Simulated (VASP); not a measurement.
# ZnS (P6_3mc) in VASP: settings compared

The runs below take ZnS through single point, relaxation of cell and atoms, with r2SCAN, PBE.

Everything below comes from runs of VASP 6.6.1. Logs are shortened: lines on timing, memory, paths and dates and some standing lists are left out, and cuts for length are marked.

**1. The cell of the first run**

Symmetry: P6_3mc, No. 186, hexagonal system. Conventional cell: a = 3.857 Å, b = 3.857 Å, c = 6.330 Å, α = 90.00°, β = 90.00°, γ = 120.00°. Zn (site symmetry 3m) has 4 S at 2.37 Å within 3.1 Å. S (site symmetry 3m) has 4 Zn at 2.37 Å within 3.1 Å.

**2. Single point, r2SCAN**

File POSCAR:

```
ZnS
1.0
    3.8572392240      0.0000000000      0.0000000000
   -1.9286196120      3.3404671565      0.0000000000
    0.0000000000      0.0000000000      6.3299760600
Zn S
2 2
Direct
    0.3333333333      0.6666666667      0.0053942600
    0.6666666667      0.3333333333      0.5053942600
    0.3333333333      0.6666666667      0.3796057400
    0.6666666667      0.3333333333      0.8796057400
```

File INCAR.step1:

```
ALGO = Normal
EDIFF = 1E-4
ENCUT = 520
GGA = PE
ISMEAR = -1
LASPH = T
LCHARG = F
LREAL = F
LWAVE = T
NBANDS = 26
NELM = 80
PREC = Accurate
SIGMA = 0.02
```

File INCAR.step2:

```
ALGO = Normal
EDIFF = 1E-6
ENCUT = 520
ISIF = 2
ISMEAR = -1
ISTART = 1
LASPH = T
LCHARG = F
LMIXTAU = T
LREAL = F
LWAVE = F
METAGGA = R2SCAN
NBANDS = 26
NELM = 80
PREC = Accurate
SIGMA = 0.02
```

File KPOINTS:

```
k-points
0
Gamma
  12 12 6
```

Potentials or basis: VASP PAW PBE potentials, release 64 (Zn, S).

The run is started by

```
> cat potpaw_PBE.64/Zn/POTCAR potpaw_PBE.64/S/POTCAR > POTCAR
> cp INCAR.step1 INCAR
> mpirun -np 1 vasp_std > vasp.out
> cp INCAR.step2 INCAR
> mpirun -np 1 vasp_std > vasp.out
```

OUTCAR:

```text
EDIFF = 1E-6
   ENCUT = 520
   ISIF = 2
   ISMEAR = -1
   ISTART = 1
   LASPH = T
   LREAL = F
   METAGGA = R2SCAN
   NELM = 80
   PREC = Accurate

 ion  position               nearest neighbor table
   1  0.333  0.667  0.005-   4 2.37   4 2.37   4 2.37   3 2.37
   2  0.667  0.333  0.505-   3 2.37   3 2.37   3 2.37   4 2.37
   3  0.333  0.667  0.380-   2 2.37   2 2.37   2 2.37   1 2.37
   4  0.667  0.333  0.880-   1 2.37   1 2.37   1 2.37   2 2.37

  LATTYP: Found a hexagonal cell.
 ALAT       =     3.8572392240
 C/A-ratio  =     1.6410639041

  Lattice vectors:

 A1 = (   3.8572392240,   0.0000000000,   0.0000000000)
 A2 = (  -1.9286196120,   3.3404671565,   0.0000000000)
 A3 = (   0.0000000000,   0.0000000000,   6.3299760600)

Analysis of symmetry for initial positions (statically):
=====================================================================
 Subroutine PRICEL returns:
 Original cell was already a primitive cell.

 Routine SETGRP: Setting up the symmetry group for a
 hexagonal supercell.

 Subroutine GETGRP returns: Found 12 space group operations
 (whereof  6 operations were pure point group operations)
 out of a pool of 24 trial point group operations.

The static configuration has the point symmetry C_3v.
 The point group associated with its full space group is C_6v.

Analysis of symmetry for dynamics (positions and initial velocities):
=====================================================================
 Subroutine PRICEL returns:
 Original cell was already a primitive cell.

 Routine SETGRP: Setting up the symmetry group for a
 hexagonal supercell.

 Subroutine GETGRP returns: Found 12 space group operations
 (whereof  6 operations were pure point group operations)
 out of a pool of 24 trial point group operations.

The dynamic configuration has the point symmetry C_3v.
 The point group associated with its full space group is C_6v.

 Subroutine INISYM returns: Found 12 space group operations
 (whereof  6 operations are pure point group operations),
 and found     1 'primitive' translations

----------------------------------------------------------------------------------------

                                     Primitive cell

  volume of cell :      81.5616

  direct lattice vectors                    reciprocal lattice vectors
     3.857239224  0.000000000  0.000000000     0.259252782  0.149679664  0.000000000
    -1.928619612  3.340467156  0.000000000     0.000000000  0.299359327  0.000000000
     0.000000000  0.000000000  6.329976060     0.000000000  0.000000000  0.157978481

  length of vectors
     3.857239224  3.857239224  6.329976060     0.299359327  0.299359327  0.157978481

  position of ions in fractional coordinates (direct lattice)
     0.333333333  0.666666667  0.005394260
     0.666666667  0.333333333  0.505394260
     0.333333333  0.666666667  0.379605740
     0.666666667  0.333333333  0.879605740

  ion indices of the primitive-cell ions
   primitive index   ion index
                 1           1
                 2           2
                 3           3
                 4           4

----------------------------------------------------------------------------------------

 KPOINTS: k-points

Automatic generation of k-mesh.
 Grid dimensions read from file:
 generate k-points for:   12   12    6

 Generating k-lattice:

  Cartesian coordinates                     Fractional coordinates (reciprocal lattice)
     0.021604399  0.012473305  0.000000000     0.083333333  0.000000000  0.000000000
     0.000000000  0.024946611  0.000000000     0.000000000  0.083333333  0.000000000
     0.000000000  0.000000000  0.026329747     0.000000000  0.000000000  0.166666667

  Length of vectors
     0.024946611  0.024946611  0.026329747

  Shift w.r.t. Gamma in fractional coordinates (k-lattice)
     0.000000000  0.000000000  0.000000000

 Subroutine IBZKPT returns following result:
 ===========================================

 Found     76 irreducible k-points:

 Following reciprocal coordinates:
            Coordinates               Weight
  0.000000  0.000000  0.000000      1.000000
  0.083333 -0.000000  0.000000      6.000000
  0.166667  0.000000  0.000000      6.000000
  0.250000  0.000000  0.000000      6.000000
  0.333333 -0.000000  0.000000      6.000000
  0.416667 -0.000000  0.000000      6.000000
[... 16 lines left out ...]
  0.250000  0.000000  0.166667     12.000000
  0.333333 -0.000000  0.166667     12.000000
 [... further k-points ...]
   k-points           NKPTS =     76   k-points in BZ     NKDIM =     76   number of bands    NBANDS=     26
   number of dos      NEDOS =    301   number of ions     NIONS =      4
   total plane-waves  NPLWV =  43200
   dimension x,y,z NGX =    30 NGY =   30 NGZ =   48
   dimension x,y,z NGXF=    60 NGYF=   60 NGZF=   96
   ions per type =               2   2
   NGX,Y,Z   is equivalent  to a cutoff of  12.93, 12.93, 12.61 a.u.
   NGXF,Y,Z  is equivalent  to a cutoff of  25.86, 25.86, 25.21 a.u.
 SYSTEM =  unknown system
   PREC   = accura    normal or accurate (medium, high low for compatibility)
   ISTART =      1    job   : 0-new  1-cont  2-samecut
   ICHARG =      0    charge: 1-file 2-atom 10-const
   ISPIN  =      1    spin polarized calculation?
   LNONCOLLINEAR =      F non collinear calculations
   LSORBIT =      F    spin-orbit coupling
   LASPH  =      T    aspherical Exc in radial PAW
   ENCUT  =  520.0 eV  38.22 Ry    6.18 a.u.   7.17  7.17 11.77*2*pi/ulx,y,z
   NELM   =     80;   NELMIN=  2; NELMDL=  0     # of ELM steps
   EDIFF  = 0.1E-05   stopping-criterion for ELM
   LREAL  =      F    real-space projection
   EDIFFG = 0.1E-04   stopping-criterion for IOM
   NSW    =      0    number of steps for IOM
   IBRION =     -1    ionic relax: 0-MD 1-quasi-New 2-CG
   NFREE  =      0    steps in history (QN), initial steepest desc. (CG)
   ISIF   =      2    stress and relaxation
   ISYM   =      2    0-nonsym 1-usesym 2-fastsym
   POTIM  = 0.5000    time-step for ionic-motion
   TEBEG  =    0.0;   TEEND  =   0.0 temperature during run
   PSTRESS=    0.0 pullay stress
   NELECT =      36.0000    total number of electrons
   NUPDOWN=      -1.0000    fix difference up-down
   EMIN   =  10.00;   EMAX   =-10.00  energy-range for DOS
   EFERMI =   0.00;   METHOD = LEGACY
   ISMEAR =    -1;   SIGMA  =   0.02  broadening in eV -4-tet -1-fermi 0-gaus
   EFERMI_NEDOS =   21; number of points for ismear=-14 and -15
   IALGO  =     38    algorithm
   IMIX   =      4    mixing-type and parameters
     AMIX     =   0.40;   BMIX     =  1.00
     AMIX_MAG =   1.60;   BMIX_MAG =  1.00
  volume/ion in A,a.u.               =      20.39       137.60
  Fermi-wavevector in a.u.,A,eV,Ry     =   1.246466  2.355479 21.139060  1.553677
  Thomas-Fermi vector in A             =   2.380642
   LORBIT       =      0    0 simple, 1 ext, 2 COOP (PROOUT), +10 PAW based schemes
   METAGGA = R2SCAN    functional components
   LHFCALC =     F    Hartree Fock is set to
   AEXX    =    0.0000 exact exchange contribution
   IVDW    =     0    specifies the selected vdW correction
   LEPSILON=     F    determine dielectric tensor
   LRPA    =     F    only Hartree local field effects (RPA)
 non-spin polarized calculation
  energy-cutoff  :      520.00
  volume of cell :       81.56
 maximum number of plane-waves:      2217
 NGX is ok and might be reduce to    30
   NGX = 15   NGY = 15   NGZ = 23

 number of electron      35.9999993 magnetization

 Free energy of the ion-electron system (eV)
  ---------------------------------------------------
  ext. energy  EPLUGINS =         0.00000000
  ---------------------------------------------------
  free energy    TOTEN  =       -37.69358341 eV

  energy without entropy =      -37.69358341  energy(sigma->0) =      -37.69358341

 E-fermi :   1.9662     XC(G=0): -10.1108

 val. band max:        1.5466968451   @ k =   0.0000   0.0000   0.0000
 cond. band min:       4.1408863911   @ k =   0.0000   0.0000   0.0000
 fundamental gap:      2.5941895460
 Fermi energy:         1.9662103432

 k-point     1 :       0.0000    0.0000    0.0000
  band No.  band energies     occupation
      1     -11.9215      2.00000
      2     -11.0351      2.00000
      3      -4.8357      2.00000
      4      -4.8218      2.00000
      5      -4.8217      2.00000
      6      -4.7377      2.00000
[... 18 lines left out ...]
     25       9.7657      0.00000
     26      11.1949      0.00000

 k-point     2 :       0.0833   -0.0000    0.0000
  band No.  band energies     occupation
      1     -11.8761      2.00000
      2     -11.0097      2.00000
      3      -4.8302      2.00000
      4      -4.8190      2.00000
      5      -4.8125      2.00000
      6      -4.7319      2.00000
[... 18 lines left out ...]
     25       9.9799      0.00000
     26      10.8934      0.00000

 k-point     3 :       0.1667    0.0000    0.0000
  band No.  band energies     occupation
      1     -11.7462      2.00000
      2     -10.9409      2.00000
      3      -4.8267      2.00000
      4      -4.7987      2.00000
      5      -4.7883      2.00000
      6      -4.7107      2.00000
[... 18 lines left out ...]
     25      10.2460      0.00000
     26      10.5735      0.00000

 k-point     4 :       0.2500    0.0000    0.0000
  band No.  band energies     occupation
      1     -11.5519      2.00000
      2     -10.8510      2.00000
      3      -4.8178      2.00000
      4      -4.7695      2.00000
      5      -4.7588      2.00000
      6      -4.6634      2.00000
[... 18 lines left out ...]
     25      10.5727      0.00000
     26      10.8675      0.00000
[... 496 lines left out ...]
      1     -11.6985      2.00000
      2     -11.0022      2.00000
      3      -4.8318      2.00000
      4      -4.7928      2.00000
      5      -4.7830      2.00000
      6      -4.7189      2.00000
[... 18 lines left out ...]
     25      10.3849      0.00000
     26      10.4799      0.00000

 k-point    23 :       0.2500    0.0000    0.1667
  band No.  band energies     occupation
      1     -11.5090      2.00000
      2     -10.9025      2.00000
      3      -4.8226      2.00000
      4      -4.7687      2.00000
      5      -4.7517      2.00000
      6      -4.6702      2.00000
[... 18 lines left out ...]
     25      10.6369      0.00000
     26      11.1866      0.00000

 k-point    24 :       0.3333   -0.0000    0.1667
  band No.  band energies     occupation
      1     -11.2930      2.00000
      2     -10.8118      2.00000
      3      -4.8070      2.00000
      4      -4.7330      2.00000
      5      -4.7251      2.00000
      6      -4.5942      2.00000
[... 18 lines left out ...]
     25      10.7934      0.00000
     26      11.8791      0.00000

 [... further k-points ...]

------------------------ aborting loop because EDIFF is reached ----------------------------------------

  FORCE on cell =-STRESS in cart. coord.  units (eV):
  Direction    XX          YY          ZZ          XY          YZ          ZX
  --------------------------------------------------------------------------------------
  -------------------------------------------------------------------------------------
  Total       -1.4384310     -1.4384310     -1.4756481      0.0000000      0.0000000      0.0000000
  in kB      -28.2562000    -28.2562000    -28.9872850      0.0000000      0.0000000      0.0000000
  external PRESSURE =     -28.4998950 kB  Pullay stress =       0.0000000 kB

 VOLUME and BASIS-vectors are now :
 -----------------------------------------------------------------------------
  energy-cutoff  :      520.00
  volume of cell :       81.56
      direct lattice vectors                 reciprocal lattice vectors
     3.857239224  0.000000000  0.000000000     0.259252782  0.149679664  0.000000000
    -1.928619612  3.340467156  0.000000000     0.000000000  0.299359327  0.000000000
     0.000000000  0.000000000  6.329976060     0.000000000  0.000000000  0.157978481

 POSITION                                       TOTAL-FORCE (eV/Angst)
 -----------------------------------------------------------------------------------
     -0.00000      2.22698      0.03415         0.000000     -0.000000      0.004709
      1.92862      1.11349      3.19913        -0.000000      0.000000      0.004709
     -0.00000      2.22698      2.40290         0.000000      0.000000     -0.004709
      1.92862      1.11349      5.56788         0.000000      0.000000     -0.004709
 -----------------------------------------------------------------------------------
    total drift:                               -0.000000      0.000000      0.052207

  FREE ENERGIE OF THE ION-ELECTRON SYSTEM (eV)
  ---------------------------------------------------
  free  energy   TOTEN  =       -37.6935834095 eV

  energy  without entropy=      -37.6935834095  energy(sigma->0) =      -37.69358341
```

Wall time 7.1 min (1 thread of Intel Xeon Platinum 8375C at 2.90GHz (Ice Lake), shared host); peak memory 0.3 GiB.

What came out:

- Free energy: -37.6936 eV
- Pressure: -2.8 GPa
- Largest force: 0.005 eV/Å
- Band gap on the k mesh: 2.59 eV

Forces in eV/Å, atoms in the order of the input:
```
Zn   0.000  0.000  0.005
Zn   0.000  0.000  0.005
S    0.000  0.000 -0.005
S    0.000  0.000 -0.005
```

Caveat: the PAW data sets were made with another functional, which shifts forces and pressure a little. A k mesh can miss the band edges.

**3. Single point, r2SCAN**

This run uses another cell than the first one, of 20.78 Å³/atom.

File POSCAR:

```
ZnS
1.0
    3.8818082890     -0.0000000029      0.0000000000
   -1.9409041420      3.3617445923      0.0000000000
    0.0000000000      0.0000000000      6.3702954700
Zn S
2 2
Direct
    0.3333333333      0.6666666667      0.0053302268
    0.6666666667      0.3333333333      0.5053302268
    0.3333333333      0.6666666667      0.3796697732
    0.6666666667      0.3333333333      0.8796697732
```

File INCAR.step1:

```
  ALGO = Normal
  EDIFF = 1E-4
  ENCUT = 520
  GGA = PE
  ISMEAR = -1
  LASPH = True
  LCHARG = False
  LREAL = False
  LWAVE = True
  NBANDS = 26
  NELM = 100
  PREC = Accurate
  SIGMA = 0.02
```

File INCAR.step2:

```
  ALGO = Normal
  EDIFF = 1E-6
  ENCUT = 520
  ISIF = 2
  ISMEAR = -1
  ISTART = 1
  LASPH = True
  LCHARG = True
  LELF = True
  LMIXTAU = True
  LREAL = False
  LVHAR = True
  LWAVE = False
  METAGGA = R2SCAN
  NBANDS = 26
  NELM = 100
  PREC = Accurate
  SIGMA = 0.02
```

KPOINTS is that of step 2.

Potentials or basis: VASP PAW PBE potentials, release 64 (Zn, S).

The run is started by

```
> cat potpaw_PBE.64/Zn/POTCAR potpaw_PBE.64/S/POTCAR > POTCAR
> cp INCAR.step1 INCAR
> mpirun -np 1 vasp_std > vasp.out
> cp INCAR.step2 INCAR
> mpirun -np 1 vasp_std > vasp.out
```

Wall time 7 min (1 thread of Intel Xeon Platinum 8375C at 2.90GHz (Ice Lake), shared host); peak memory 0.3 GiB.

The run converged. Its results:

- Free energy: -37.6593 eV
- Pressure: -4.1 GPa
- Band gap on the k mesh: 2.51 eV

Stress tensor (GPa, compression positive):
```
-4.01  0.00  0.00
 0.00 -4.01  0.00
 0.00  0.00 -4.12
```

Levels at points of the mesh, in eV from the valence-band top:
```csv
k point,band 16,band 17,band 18,band 19,band 20,band 21
"(0.00, 0.00, 0.00)",-0.08,0.00,0.00,2.51,3.51,6.84
"(0.50, 0.00, 0.00)",-2.10,-1.56,-0.83,4.09,4.61,5.49
"(0.00, 0.00, 0.50)",-0.43,-0.43,-0.43,3.92,3.92,7.20
"(0.50, 0.00, 0.50)",-1.54,-1.51,-1.51,3.94,3.94,5.69
```

Caveat: the cell stands under tension; the PAW data sets were made with another functional, which shifts forces and pressure a little. r2SCAN opens gaps a little over a GGA but as a rule still falls short of measured ones.

(Continued in part 2 of 2.)
